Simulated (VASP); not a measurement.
Input of a VASP 6.6.1 run:

File INCAR:

```
SYSTEM = Sn3Se
  PREC = Accurate
  ENCUT = 520
  EDIFF = 1E-6
  ISMEAR = -1
  SIGMA = 0.1
  LREAL = .FALSE.
  LASPH = .TRUE.
  NELM = 60
  ALGO = Normal
  ISIF = 2
  LWAVE = .FALSE.
  LCHARG = .TRUE.
  GGA = PE
  LELF = .TRUE.
  LVHAR = .TRUE.
  NBANDS = 32
```

Contents of KPOINTS:

```
Automatic mesh
0
G
  5 5 5
  0 0 0
```

File POSCAR:

```
Sn3Se
1.0
    4.7418790000      0.0000000000      0.0000000000
    0.0000000000      4.7418790000      0.0000000000
    0.0000000000      0.0000000000      4.7418790000
Sn Se
3 1
Direct
    0.0000000000      0.5000000000      0.5000000000
    0.5000000000      0.0000000000      0.5000000000
    0.5000000000      0.5000000000      0.0000000000
    0.0000000000      0.0000000000      0.0000000000
```

Potentials or basis: VASP PAW PBE potentials, release 64 (Sn_d, Se).

Run with:

```sh
$ cat potpaw_PBE.64/Sn_d/POTCAR potpaw_PBE.64/Se/POTCAR > POTCAR
$ mpirun -np 1 vasp_std > vasp.out
```

(1) Estimate the pressure.

(2) Estimate the band gap on the k mesh.

Answers

(1) 0.5 GPa.

(2) zero (band 24 reaches 8.33 eV, above the bottom of band 25 at 6.82 eV).

Caveat: spin-orbit coupling is left out, which moves the levels of the heavy elements.
